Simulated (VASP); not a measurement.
Write the native input for VASP 6.6.1 that does the following.

```yaml
Task: single point
Functional: LDA
Potentials_or_basis: VASP PAW LDA potentials, release 64 (Mn_pv)
Cutoff: 520 eV
k_mesh: 17 × 17 × 9
Occupations: fermi-dirac, width 0.1 eV
Spin: no spin polarisation
Dipole_correction: no
Further_INCAR_settings: ALGO = Normal; EDIFF = 1e-06; NBANDS = 20
```

The structure of Mn lies in POSCAR:

```
Mn
1.0
    2.3658986149      0.0000000000      0.0000000000
   -1.1829493074      2.0489283033      0.0000000000
    0.0000000000      0.0000000000      3.8151180157
Mn
2
Direct
    0.3333333333      0.6666666667      0.2500000000
    0.6666666667      0.3333333333      0.7500000000
```

This cell differs from its parent crystal: volume scaled by 0.92.

The input as run:

INCAR

```
SYSTEM = Mn
PREC = Accurate ; ENCUT = 520
EDIFF = 1E-6 ; ISMEAR = -1
SIGMA = 0.1 ; LREAL = .FALSE.
LASPH = .TRUE. ; NELM = 60
ALGO = Normal ; ISIF = 2
LWAVE = .FALSE. ; LCHARG = .FALSE.
GGA = CA ; NBANDS = 20
```

KPOINTS

```
regular mesh
0
G
  17 17 9
  0 0 0
```

Potentials or basis: VASP PAW LDA potentials, release 64 (Mn_pv).

Launch:

```console
$ cat potpaw_LDA.64/Mn_pv/POTCAR > POTCAR
$ mpirun -np 1 vasp_std > vasp.out
```

It gave:

* Pressure: 33.3 GPa
* Band gap on the k mesh: zero (band 13 reaches 13.65 eV, above the bottom of band 14 at 11.21 eV)

Caveat: the run has no spin polarisation, though such a crystal can be magnetic.

It took 25 s on 1 thread of AMD EPYC 9R45 96-Core Processor (Zen 5), on a shared host, peak memory 0.12 GiB.
